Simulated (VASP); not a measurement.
# TaSi5 (P6/mmm) in VASP: a series of runs

Runs on TaSi5. Level: PBE. Tasks: relaxation of cell and atoms.

Program: VASP 6.6.1. These are calculated values, not measurements. Logs are shortened: lines on timing, memory, paths and dates and some standing lists are left out, and cuts for length are marked.

### Step 1. The cell of the first run

Symmetry: P6/mmm, No. 191, hexagonal system. The conventional cell has a = 4.410 Å, b = 4.410 Å, c = 6.310 Å, α = 90.00°, β = 90.00°, γ = 120.00°. Within 3.9 Å of Ta (site symmetry 6/mmm) lie 14 Si at 2.97 to 3.15 Å. Within 3.4 Å of Si (site symmetry 3m) lie 8 Si at 2.55 to 3.26 Å and 3 Ta at 2.97 Å. Si (site symmetry 6/mmm) has 12 Si at 3.02 Å and 2 Ta at 3.15 Å within 4.0 Å.

The cell was generated, and may not be a known phase.

### Step 2. Relaxation of cell and atoms, PBE

Input file INCAR:

```
SYSTEM = TaSi5
PREC = Accurate
ENCUT = 600
EDIFF = 1E-6
ISMEAR = 0
SIGMA = 0.1
LREAL = .FALSE.
LASPH = .TRUE.
NELM = 60
ALGO = Normal
ISIF = 3
LWAVE = .FALSE.
LCHARG = .FALSE.
GGA = PE
IBRION = 2
NSW = 90
EDIFFG = -0.04
```

Input file KPOINTS:

```
regular mesh
0
G
  6 6 4
  0 0 0
```

Input file POSCAR:

```
TaSi5
1.0
    4.4100788000      0.0000000000      0.0000000000
   -2.2050394000      3.8192402800      0.0000000000
    0.0000000000      0.0000000000      6.3097880300
Ta Si
1 5
Direct
    0.0000000000      0.0000000000      0.0000000000
    0.3333333300      0.6666666700      0.7580293900
    0.3333333300      0.6666666700      0.2419706100
    0.6666666700      0.3333333300      0.2419706100
    0.6666666700      0.3333333300      0.7580293900
    0.0000000000      0.0000000000      0.5000000000
```

Potentials or basis: VASP PAW PBE potentials, release 64 (Ta_pv, Si).

The run is started by

```
$ cat potpaw_PBE.64/Ta_pv/POTCAR potpaw_PBE.64/Si/POTCAR > POTCAR
$ mpirun -np 1 vasp_std > vasp.out
```

OUTCAR:

```text
SYSTEM = TaSi5
   PREC = Accurate
   ENCUT = 600
   EDIFF = 1E-6
   ISMEAR = 0
   LREAL = .FALSE.
   LASPH = .TRUE.
   NELM = 60
   ISIF = 3
   GGA = PE
   IBRION = 2
   NSW = 90
   EDIFFG = -0.04

 ion  position               nearest neighbor table
   1  0.000  0.000  0.000-   2 2.97   3 2.97   4 2.97   5 2.97   4 2.97   5 2.97   2 2.97   3 2.97
                             4 2.97   5 2.97   2 2.97   3 2.97   6 3.15   6 3.15
   2  0.333  0.667  0.758-   5 2.55   5 2.55   5 2.55   1 2.97   1 2.97   1 2.97   6 3.02   6 3.02
                             6 3.02   3 3.05
   3  0.333  0.667  0.242-   4 2.55   4 2.55   4 2.55   1 2.97   1 2.97   1 2.97   6 3.02   6 3.02
                             6 3.02   2 3.05
   4  0.667  0.333  0.242-   3 2.55   3 2.55   3 2.55   1 2.97   1 2.97   1 2.97   6 3.02   6 3.02
                             6 3.02   5 3.05
   5  0.667  0.333  0.758-   2 2.55   2 2.55   2 2.55   1 2.97   1 2.97   1 2.97   6 3.02   6 3.02
                             6 3.02   4 3.05
   6  0.000  0.000  0.500-   2 3.02   3 3.02   4 3.02   5 3.02   4 3.02   5 3.02   2 3.02   3 3.02
                             4 3.02   5 3.02   2 3.02   3 3.02   1 3.15   1 3.15

  LATTYP: Found a hexagonal cell.
 ALAT       =     4.4100788000
 C/A-ratio  =     1.4307653709

  Lattice vectors:

 A1 = (   4.4100788000,   0.0000000000,   0.0000000000)
 A2 = (  -2.2050394000,   3.8192402800,   0.0000000000)
 A3 = (   0.0000000000,   0.0000000000,   6.3097880300)

Analysis of symmetry for initial positions (statically):
=====================================================================
 Subroutine PRICEL returns:
 Original cell was already a primitive cell.

 Routine SETGRP: Setting up the symmetry group for a
 hexagonal supercell.

 Subroutine GETGRP returns: Found 24 space group operations
 (whereof 24 operations were pure point group operations)
 out of a pool of 24 trial point group operations.

The static configuration has the point symmetry D_6h.

Analysis of symmetry for dynamics (positions and initial velocities):
=====================================================================
 Subroutine PRICEL returns:
 Original cell was already a primitive cell.

 Routine SETGRP: Setting up the symmetry group for a
 hexagonal supercell.

 Subroutine GETGRP returns: Found 24 space group operations
 (whereof 24 operations were pure point group operations)
 out of a pool of 24 trial point group operations.

The dynamic configuration has the point symmetry D_6h.

 Subroutine INISYM returns: Found 24 space group operations
 (whereof 24 operations are pure point group operations),
 and found     1 'primitive' translations

----------------------------------------------------------------------------------------

                                     Primitive cell

  volume of cell :     106.2767
[... 116 lines left out ...]
  Thomas-Fermi vector in A             =   2.221836
   LORBIT       =      0    0 simple, 1 ext, 2 COOP (PROOUT), +10 PAW based schemes
   GGA     = PE    functional components
   LHFCALC =     F    Hartree Fock is set to
   AEXX    =    0.0000 exact exchange contribution
   IVDW    =     0    specifies the selected vdW correction
   LEPSILON=     F    determine dielectric tensor
   LRPA    =     F    only Hartree local field effects (RPA)
 conjugate gradient relaxation of ions
 non-spin polarized calculation
 Gauss-broadening in eV      SIGMA  =   0.10
  energy-cutoff  :      600.00
  volume of cell :      106.28
 maximum number of plane-waves:      3607
 NGX is ok and might be reduce to    36
   NGX = 17   NGY = 17   NGZ = 25

--------------------------------------- Ionic step        1  -------------------------------------------

 number of electron      31.0000002 magnetization

 Free energy of the ion-electron system (eV)
  ---------------------------------------------------
  ext. energy  EPLUGINS =         0.00000000
  ---------------------------------------------------
  free energy    TOTEN  =       -35.31994380 eV

  energy without entropy =      -35.28101133  energy(sigma->0) =      -35.30047756

------------------------ aborting loop because EDIFF is reached ----------------------------------------

  FORCE on cell =-STRESS in cart. coord.  units (eV):
  Direction    XX          YY          ZZ          XY          YZ          ZX
  --------------------------------------------------------------------------------------
  -------------------------------------------------------------------------------------
  Total       -6.5063876     -6.5063877    -12.5072732      0.0000000      0.0000000      0.0000000
  in kB      -98.0872177    -98.0872180   -188.5537248      0.0000000      0.0000000      0.0000000
  external PRESSURE =    -128.2427202 kB  Pullay stress =       0.0000000 kB
[... 101 lines left out ...]
  FREE ENERGIE OF THE ION-ELECTRON SYSTEM (eV)
  ---------------------------------------------------
  free  energy   TOTEN  =       -36.4705463684 eV

  energy  without entropy=      -36.4663839631  energy(sigma->0) =      -36.46846517

 E-fermi :  10.7207     XC(G=0): -11.9139

 val. band max:       10.6903597331   @ k =   0.1667   0.0000   0.5000
 cond. band min:      10.8032479761   @ k =   0.1667   0.1667   0.2500
 fundamental gap:      0.1128882431
 Fermi energy:        10.7207310332

 k-point     1 :       0.0000    0.0000    0.0000
  band No.  band energies     occupation
      1     -23.8268      2.00000
      2     -23.6739      2.00000
      3     -23.6739      2.00000
      4      -3.9095      2.00000
      5       1.1417      2.00000
      6       1.4539      2.00000
[... 439 lines left out ...]
      6       0.6019      2.00000
[... 11 lines left out ...]
     18      11.6063      0.00000
     19      11.6063      0.00000

[... ionic steps 4 to 9 ...]

--------------------------------------- Ionic step       10  -------------------------------------------

 number of electron      30.9999997 magnetization

------------------------ aborting loop because EDIFF is reached ----------------------------------------
[... 75 lines left out ...]
--------------------------------------- Ionic step       12  -------------------------------------------

 number of electron      30.9999997 magnetization

 Free energy of the ion-electron system (eV)
  ---------------------------------------------------
  ext. energy  EPLUGINS =         0.00000000
  ---------------------------------------------------
  free energy    TOTEN  =       -37.71805784 eV

  energy without entropy =      -37.71306293  energy(sigma->0) =      -37.71556038

 E-fermi :   9.5884     XC(G=0): -11.5236

 val. band max:        9.3891260313   @ k =   0.3333   0.1667   0.0000
 cond. band min:       9.6267382494   @ k =   0.3333   0.0000   0.0000
 fundamental gap:      0.2376122181
 Fermi energy:         9.5884386350

 k-point     1 :       0.0000    0.0000    0.0000
  band No.  band energies     occupation
      1     -25.1700      2.00000
      2     -25.0783      2.00000
      3     -25.0783      2.00000
      4      -4.2794      2.00000
      5       1.1231      2.00000
      6       1.2168      2.00000
[... 484 lines left out ...]
  FREE ENERGIE OF THE ION-ELECTRON SYSTEM (eV)
  ---------------------------------------------------
  free  energy   TOTEN  =       -37.7180578407 eV

  energy  without entropy=      -37.7130629283  energy(sigma->0) =      -37.71556038

 reached required accuracy - stopping structural energy minimisation
```

OSZICAR:

```text
N       E                     dE             d eps       ncg     rms          rms(c)
DAV:   1     0.145294906996E+03    0.14529E+03   -0.14965E+04   798   0.157E+03
DAV:   2    -0.276442109016E+02   -0.17294E+03   -0.16812E+03   952   0.296E+02
DAV:   3    -0.368449548507E+02   -0.92007E+01   -0.86523E+01  1107   0.508E+01
DAV:   4    -0.371621520965E+02   -0.31720E+00   -0.29906E+00  1061   0.781E+00
[... 113 lines left out ...]
DAV:   3    -0.377181513590E+02    0.39223E-03   -0.11022E-03   994   0.189E-01    0.610E-02
DAV:   4    -0.377180681914E+02    0.83168E-04   -0.21169E-04   972   0.106E-01    0.289E-02
DAV:   5    -0.377180600556E+02    0.81358E-05   -0.19126E-05   960   0.282E-02    0.171E-02
DAV:   6    -0.377180583432E+02    0.17124E-05   -0.20078E-06   653   0.946E-03    0.477E-03
DAV:   7    -0.377180578407E+02    0.50248E-06   -0.26804E-07   420   0.374E-03
  12 F= -.37718058E+02 E0= -.37715560E+02  d E =-.167094E-02
```

CONTCAR:

```text
TaSi5
   1.00000000000000
     4.4965185180566349   -0.0000000000000000    0.0000000000000000
    -2.2482592590283175    3.8940992719432903   -0.0000000000000000
    -0.0000000000000000   -0.0000000000000000    5.0807254186066491
  Ta              Si
     1     5
Direct
     0.0000000000000000    0.0000000000000000    0.0000000000000000
     0.3333333300000021    0.6666666699999979    0.7509764624299907
     0.3333333300000021    0.6666666699999979    0.2490235375700091
     0.6666666699999979    0.3333333300000021    0.2490235375700091
     0.6666666699999979    0.3333333300000021    0.7509764624299907
     0.0000000000000000    0.0000000000000000    0.5000000000000000

  0.00000000E+00  0.00000000E+00  0.00000000E+00
  0.00000000E+00  0.00000000E+00  0.00000000E+00
  0.00000000E+00  0.00000000E+00  0.00000000E+00
  0.00000000E+00  0.00000000E+00  0.00000000E+00
  0.00000000E+00  0.00000000E+00  0.00000000E+00
  0.00000000E+00  0.00000000E+00  0.00000000E+00
```

Wall time 6.5 min (1 thread of Intel Xeon 8259CL, shared host); peak memory 0.28 GiB.

What came out:

- Free energy: -37.7181 eV
- Relaxed volume: 14.83 Å³/atom
- Relaxed cell: a = 4.497 Å, b = 4.497 Å, c = 5.081 Å, α = 90.00°, β = 90.00°, γ = 120.00°
- Space group after relaxing (to 0.1 Å): P6/mmm (No. 191)
- Energy gained by relaxing: 399.7 meV/atom
- Ionic steps: 12
- Pressure after relaxing: 0.1 GPa
- Largest force after relaxing: 0.009 eV/Å
- Band gap on the k mesh: zero (an odd number of electrons rules out a gap without spin polarisation)

Forces on the atoms (eV/Å):
```
Ta   0.000  0.000  0.000
Si   0.000  0.000 -0.009
Si   0.000  0.000  0.009
Si   0.000  0.000  0.009
Si   0.000  0.000 -0.009
Si   0.000  0.000  0.000
```

Stress tensor (GPa, compression positive):
```
 0.18  0.00  0.00
 0.00  0.18  0.00
 0.00  0.00 -0.12
```

Step by step:
| step | energy change (eV) | largest force (eV/Å) | pressure (GPa) | volume (Å³) |
| --- | --- | --- | --- | --- |
| 1 | 0.0000 | 0.5001 | -12.82 | 106.28 |
| 2 | -1.1485 | 0.0013 | 6.38 | 85.85 |
| 3 | -1.1506 | 0.0500 | 4.88 | 86.74 |
| 4 | -1.7301 | 1.0092 | 16.88 | 80.44 |
| 5 | -1.7533 | 0.8228 | 14.63 | 81.22 |
| 6 | -2.3382 | 0.6630 | 1.55 | 88.56 |
| 7 | -2.3396 | 0.6549 | 1.01 | 88.98 |
| 8 | -2.3817 | 0.2617 | -0.81 | 89.67 |
| 9 | -2.3832 | 0.1844 | -1.18 | 89.82 |
| 10 | -2.3950 | 0.0840 | -0.02 | 89.00 |
| 11 | -2.3964 | 0.0424 | 0.56 | 88.61 |
| 12 | -2.3981 | 0.0095 | 0.08 | 88.96 |

Final structure:
```yaml
crystal:
  lattice:
    - [4.49652, 0.00000, 0.00000]
    - [-2.24826, 3.89410, 0.00000]
    - [0.00000, 0.00000, 5.08073]
  atoms:
    - { symbol: Ta, position: [0.00000, 0.00000, 0.00000] }
    - { symbol: Si, position: [0.33333, 0.66667, 0.75098] }
    - { symbol: Si, position: [0.33333, 0.66667, 0.24902] }
    - { symbol: Si, position: [0.66667, 0.33333, 0.24902] }
    - { symbol: Si, position: [0.66667, 0.33333, 0.75098] }
    - { symbol: Si, position: [0.00000, 0.00000, 0.50000] }
```

Caveat: the volume moved by over 15 % at a fixed basis, so the end points are rough; spin-orbit coupling is left out, which moves the levels of the heavy elements.

### Step 3. Relaxation of cell and atoms, PBE

This run uses another cell than the first one, of 14.84 Å³/atom.

Input file INCAR:

```
  PREC = Accurate
  ENCUT = 600
  EDIFF = 1E-6
  ISMEAR = 0
  SIGMA = 0.1
  LREAL = False
  LASPH = True
  NELM = 60
  ALGO = Normal
  ISIF = 3
  LWAVE = False
  LCHARG = False
  GGA = PE
  IBRION = 2
  NSW = 100
  EDIFFG = -0.01
```

Input file KPOINTS:

```
Automatic mesh
0
Gamma
  12 12 8
```

Input file POSCAR:

```
TaSi5
1.0
    4.4991565078      0.0000000000      0.0000000000
   -2.2495782539      3.8963838314      0.0000000000
    0.0000000000      0.0000000000      5.0785693805
Ta Si
1 5
Direct
    0.0000000000      0.0000000000      0.0000000000
    0.3333333333      0.6666666667      0.7511676296
    0.3333333333      0.6666666667      0.2488323704
    0.6666666667      0.3333333333      0.2488323704
    0.6666666667      0.3333333333      0.7511676296
    0.0000000000      0.0000000000      0.5000000000
```

Potentials or basis: VASP PAW PBE potentials, release 64 (Ta_pv, Si).

The run is started by

```
$ cat potpaw_PBE.64/Ta_pv/POTCAR potpaw_PBE.64/Si/POTCAR > POTCAR
$ mpirun -np 1 vasp_std > vasp.out
```

OUTCAR:

```text
PREC = Accurate
   ENCUT = 600
   EDIFF = 1E-6
   ISMEAR = 0
   LREAL = False
   LASPH = True
   NELM = 60
   ISIF = 3
   GGA = PE
   IBRION = 2
   NSW = 100
   EDIFFG = -0.01

 ion  position               nearest neighbor table
   1  0.000  0.000  0.000-   6 2.54   6 2.54   4 2.89   5 2.89   2 2.89   3 2.89   4 2.89   5 2.89
                             2 2.89   3 2.89   4 2.89   5 2.89   2 2.89   3 2.89
   2  0.333  0.667  0.751-   3 2.53   3 2.55   5 2.60   5 2.60   5 2.60   1 2.89   1 2.89   1 2.89
                             6 2.89   6 2.89   6 2.89
   3  0.333  0.667  0.249-   2 2.53   2 2.55   4 2.60   4 2.60   4 2.60   1 2.89   1 2.89   1 2.89
                             6 2.89   6 2.89   6 2.89
   4  0.667  0.333  0.249-   5 2.53   5 2.55   3 2.60   3 2.60   3 2.60   1 2.89   1 2.89   1 2.89
                             6 2.89   6 2.89   6 2.89
   5  0.667  0.333  0.751-   4 2.53   4 2.55   2 2.60   2 2.60   2 2.60   1 2.89   1 2.89   1 2.89
                             6 2.89   6 2.89   6 2.89
   6  0.000  0.000  0.500-   1 2.54   1 2.54   3 2.89   4 2.89   5 2.89   2 2.89   4 2.89   5 2.89
                             2 2.89   3 2.89   4 2.89   5 2.89   2 2.89   3 2.89

  LATTYP: Found a hexagonal cell.
 ALAT       =     4.4991565078
 C/A-ratio  =     1.1287825555

  Lattice vectors:

 A1 = (   4.4991565078,   0.0000000000,   0.0000000000)
 A2 = (  -2.2495782539,   3.8963838314,   0.0000000000)
 A3 = (   0.0000000000,   0.0000000000,   5.0785693805)
[... 193 lines left out ...]
  Total       -0.1373009     -0.1373009     -0.6860906     -0.0000000      0.0000000      0.0000000
  in kB       -2.4708689     -2.4708689    -12.3468970     -0.0000000      0.0000000      0.0000000
  external PRESSURE =      -5.7628782 kB  Pullay stress =       0.0000000 kB
[... 147 lines left out ...]
--------------------------------------- Ionic step        5  -------------------------------------------

 number of electron      30.9999998 magnetization

 Free energy of the ion-electron system (eV)
  ---------------------------------------------------
  ext. energy  EPLUGINS =         0.00000000
  ---------------------------------------------------
  free energy    TOTEN  =       -37.73749938 eV

  energy without entropy =      -37.73150352  energy(sigma->0) =      -37.73450145

 E-fermi :   9.5945     XC(G=0): -11.5325

 val. band max:        9.5859465063   @ k =   0.2500   0.0833   0.2500
 cond. band min:       9.6024463833   @ k =   0.0833   0.0833   0.0000
 fundamental gap:      0.0164998770
 Fermi energy:         9.5944626643

 k-point     1 :       0.0000    0.0000    0.0000
  band No.  band energies     occupation
      1     -25.1080      2.00000
      2     -25.0055      2.00000
      3     -25.0055      2.00000
      4      -4.2725      2.00000
      5       1.1855      2.00000
      6       1.2128      2.00000
[... 505 lines left out ...]
      6       0.9444      2.00000
[... 11 lines left out ...]
     18      11.2080      0.00000
     19      11.2213      0.00000

 [... further k-points ...]

------------------------ aborting loop because EDIFF is reached ----------------------------------------

  FORCE on cell =-STRESS in cart. coord.  units (eV):
  Direction    XX          YY          ZZ          XY          YZ          ZX
  --------------------------------------------------------------------------------------
  -------------------------------------------------------------------------------------
  Total       -0.0239003     -0.0239003      0.0301572      0.0000000      0.0000000     -0.0000000
  in kB       -0.4313477     -0.4313477      0.5442715      0.0000000      0.0000000     -0.0000000
  external PRESSURE =      -0.1061413 kB  Pullay stress =       0.0000000 kB
[... 21 lines left out ...]
  FREE ENERGIE OF THE ION-ELECTRON SYSTEM (eV)
  ---------------------------------------------------
  free  energy   TOTEN  =       -37.7374993765 eV

  energy  without entropy=      -37.7315035179  energy(sigma->0) =      -37.73450145

 reached required accuracy - stopping structural energy minimisation
```

CONTCAR:

```text
TaSi5
   1.00000000000000
     4.4999353143110952   -0.0000000000000000    0.0000000000000000
    -2.2499676571555476    3.8970582976232642   -0.0000000000000000
    -0.0000000000000000    0.0000000000000000    5.0622377592753711
  Ta              Si
     1     5
Direct
     0.0000000000000000    0.0000000000000000    0.0000000000000000
     0.3333333332999970    0.6666666667000030    0.7521004186700935
     0.3333333332999970    0.6666666667000030    0.2478995813299066
     0.6666666667000030    0.3333333332999970    0.2478995813299066
     0.6666666667000030    0.3333333332999970    0.7521004186700935
     0.0000000000000000    0.0000000000000000    0.5000000000000000

  0.00000000E+00  0.00000000E+00  0.00000000E+00
  0.00000000E+00  0.00000000E+00  0.00000000E+00
  0.00000000E+00  0.00000000E+00  0.00000000E+00
  0.00000000E+00  0.00000000E+00  0.00000000E+00
  0.00000000E+00  0.00000000E+00  0.00000000E+00
  0.00000000E+00  0.00000000E+00  0.00000000E+00
```

Run time: 7.3 min. Hardware: 1 thread of Intel Xeon 8259CL, shared host; peak memory 0.37 GiB.

What came out:

```yaml
Free_energy: -37.7375 eV
Relaxed_volume: 14.80 Å³/atom
Relaxed_cell: a = 4.500 Å, b = 4.500 Å, c = 5.062 Å, α = 90.00°, β = 90.00°, γ = 120.00°
Space_group_after_relaxing_to_0.1_Å: P6/mmm (No. 191)
Energy_gained_by_relaxing: 0.3 meV/atom
Ionic_steps: 5
Pressure_after_relaxing: 0.0 GPa
Largest_force_after_relaxing: 0.003 eV/Å
Band_gap_on_the_k_mesh: zero (an odd number of electrons rules out a gap without spin polarisation)
```

Forces in eV/Å, atoms in the order of the input:
```
Ta   0.000  0.000  0.000
Si   0.000  0.000  0.003
Si   0.000  0.000 -0.003
Si   0.000  0.000 -0.003
Si   0.000  0.000  0.003
Si   0.000  0.000  0.000
```

Stress tensor (GPa, compression positive):
```
-0.04  0.00  0.00
 0.00 -0.04  0.00
 0.00  0.00  0.05
```

The path:
```csv
step,energy change (eV),largest force (eV/Å),pressure (GPa),volume (Å³)
1,0.0000,0.0739,-0.58,89.03
2,-0.0008,0.0082,0.66,88.34
3,-0.0015,0.0360,0.15,88.63
4,-0.0018,0.0127,0.04,88.73
5,-0.0018,0.0034,-0.01,88.77
```

Final structure:
```
Ta Si
1.0
     4.49994    0.00000    0.00000
    -2.24997    3.89706    0.00000
     0.00000    0.00000    5.06224
Ta Si
1 5
Direct
  0.00000 0.00000 0.00000
  0.33333 0.66667 0.75210
  0.33333 0.66667 0.24790
  0.66667 0.33333 0.24790
  0.66667 0.33333 0.75210
  0.00000 0.00000 0.50000
```

Caveat: spin-orbit coupling is left out, which moves the levels of the heavy elements.

The gap in the log of VASP goes by the Fermi energy; the results here count the filled bands.